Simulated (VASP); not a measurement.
WC: single point with PBEsol

The system is WC, a slab with vacuum.

```
CELL_PARAMETERS angstrom
5.81080 0.00000 0.00000
0.00000 5.68030 0.00000
0.00000 0.00000 15.19358
ATOMIC_POSITIONS crystal
W 0.00000 0.00000 0.06582
W 0.25244 0.99498 0.22858
W 0.00000 0.50001 0.06582
W 0.22579 0.48221 0.22605
W 0.50000 0.00000 0.06582
W 0.75503 0.02980 0.23197
W 0.50000 0.50001 0.06582
W 0.75246 0.51305 0.22975
C 0.49838 0.25173 0.16291
C 0.47045 0.17397 0.31035
C 0.47429 0.73866 0.16359
C 0.02692 0.85175 0.32118
C 0.99964 0.23555 0.17548
C 0.66039 0.27761 0.32678
C 0.00224 0.75616 0.16781
C 0.81681 0.75970 0.33009
```

```
Program             : VASP 6.6.1
Task                : single point
Functional          : PBEsol
Potentials or basis : VASP PAW PBE potentials, release 64 (W_sv, C)
Cutoff              : 520 eV
k mesh              : 3 × 3 × 1
Occupations         : fermi-dirac, width 0.1 eV
Spin                : no spin polarisation
```

The largest force is 3.888 eV/Å and the band gap on the k mesh is zero (bands 72 and 73 overlap by 0.10 eV).

Forces on the atoms (eV/Å):
```
W   -0.210 -0.062  0.394
W   -0.090 -0.335 -0.040
W   -0.013 -0.243  0.375
W    2.346  2.036 -0.996
W    0.272 -0.262 -0.045
W   -0.675 -3.474 -1.612
W   -0.146 -0.059 -0.462
W   -0.964  0.435 -0.532
C   -0.212  0.467 -0.021
C   -2.483 -0.793  0.896
C    0.548  0.536  1.910
C   -0.969 -0.918  0.224
C    0.362  1.341 -1.298
C    1.588  1.969  1.749
C   -0.624 -1.092 -0.820
C    1.270  0.456  0.278
```

Levels at points of the mesh, in eV from the Fermi level:
```
           k point  band 68  band 69  band 70  band 71  band 72  band 73  band 74  band 75  band 76  band 77
(0.00, 0.00, 0.00)    -0.72    -0.53    -0.25    -0.14     0.13     0.32     0.51     0.81     1.00     1.28
```

Wall time 17 min on 1 thread of AMD EPYC 7R13 (shared host), peak memory 0.58 GiB.

Caveat: the k points lie up to 0.37 Å⁻¹ apart; there is no dipole correction, which matters where the two faces differ; the PAW data sets were made with another functional, which shifts forces and pressure a little; spin-orbit coupling is left out, which moves the levels of the heavy elements.
